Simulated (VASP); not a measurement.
KGeO: relaxation of cell and atoms with PBE

KGeO:

```xyz
3
Lattice="3.9395 0.0000 0.0000 -1.9697 3.4117 0.0000 0.0000 0.0000 5.9001" Properties=species:S:1:pos:R:3 pbc="T T T"
K     0.0000    0.0000    1.4682
Ge    0.0000    0.0000    3.6456
O     0.0000    0.0000    5.6391
```

| Item | Value |
| --- | --- |
| Program | VASP 6.6.1 |
| Task | relaxation of cell and atoms |
| Functional | PBE |
| Potentials or basis | VASP PAW PBE potentials, release 64 (K_sv, Ge_d, O) |
| Cutoff | 600 eV |
| k mesh | 6 × 6 × 4 |
| Occupations | gaussian, width 0.1 eV |
| Spin | no spin polarisation |
| Dipole correction | no |
| Further INCAR settings | ALGO = Normal; EDIFF = 1e-06; IBRION = 2; EDIFFG = -0.04; NSW = 90; ISIF = 3 |

- Relaxed volume: 31.87 Å³/atom
- Relaxed cell: a = 3.909 Å, b = 3.909 Å, c = 7.224 Å, α = 90.00°, β = 90.00°, γ = 120.00°
- Space group after relaxing (to 0.05 Å): P6mm (No. 183)
- Energy gained by relaxing: 1771.4 meV/atom
- Ionic steps: 15
- Pressure after relaxing: -0.1 GPa
- Largest force after relaxing: 0.032 eV/Å

Forces in eV/Å, atoms in the order of the input:
```
K    0.000  0.000  0.031
Ge   0.000  0.000  0.001
O    0.000  0.000 -0.032
```

The path:
| step | energy change (eV) | largest force (eV/Å) | pressure (GPa) | volume (Å³) |
| --- | --- | --- | --- | --- |
| 1 | 0.0000 | 11.0062 | 15.85 | 79.30 |
| 2 | -3.6648 | 11.3599 | 6.70 | 107.80 |
| 3 | -5.0765 | 1.6455 | 0.55 | 95.77 |
| 4 | -5.0978 | 1.3069 | 0.42 | 95.07 |
| 5 | -5.1189 | 1.4853 | 0.30 | 93.41 |
| 6 | -5.2333 | 0.9191 | 0.13 | 94.35 |
| 7 | -5.3047 | 0.8161 | 0.45 | 95.97 |
| 8 | -5.1878 | 2.3334 | -2.68 | 97.98 |
| 9 | -5.3121 | 0.0683 | -0.28 | 96.34 |
| 10 | -5.3122 | 0.0855 | -0.22 | 96.32 |
| 11 | -5.3140 | 0.0558 | -0.01 | 95.82 |
| 12 | -5.3140 | 0.0544 | -0.04 | 95.85 |
| 13 | -5.3141 | 0.0833 | -0.11 | 95.69 |
| 14 | -5.3141 | 0.0516 | -0.07 | 95.74 |
| 15 | -5.3142 | 0.0320 | -0.07 | 95.62 |

Final structure:
```
K Ge O
1.0
     3.90949    0.00000    0.00000
    -1.95475    3.38572    0.00000
     0.00000    0.00000    7.22436
K Ge O
1 1 1
Direct
  0.00000 0.00000 0.23471
  0.00000 0.00000 0.67704
  0.00000 0.00000 0.91073
```

Levels at points of the mesh, in eV from the Fermi level:
| k point | band 11 | band 12 | band 13 | band 14 | band 15 | band 16 | band 17 | band 18 |
| --- | --- | --- | --- | --- | --- | --- | --- | --- |
| (0.00, 0.00, 0.00) | -7.93 | -4.18 | -2.71 | -2.71 | -0.03 | 2.45 | 3.51 | 3.51 |
| (0.50, 0.00, 0.00) | -7.15 | -3.84 | -3.46 | -2.91 | -0.70 | 2.10 | 2.44 | 3.12 |
| (0.00, 0.00, 0.50) | -8.17 | -3.61 | -2.72 | -2.72 | -0.52 | 3.16 | 3.66 | 3.66 |
| (0.50, 0.00, 0.50) | -7.38 | -3.88 | -2.98 | -2.92 | -0.58 | 1.98 | 2.58 | 3.15 |

Wall time 6 min on 1 thread of Intel(R) Xeon(R) Platinum 8175M CPU @ 2.50GHz (Skylake/Cascade Lake) (shared host), peak memory 0.25 GiB.

Caveat: the volume moved by over 15 % at a fixed basis, so the end points are rough; an odd number of electrons without spin polarisation forces a metal; a magnetic or distorted state may lie lower.
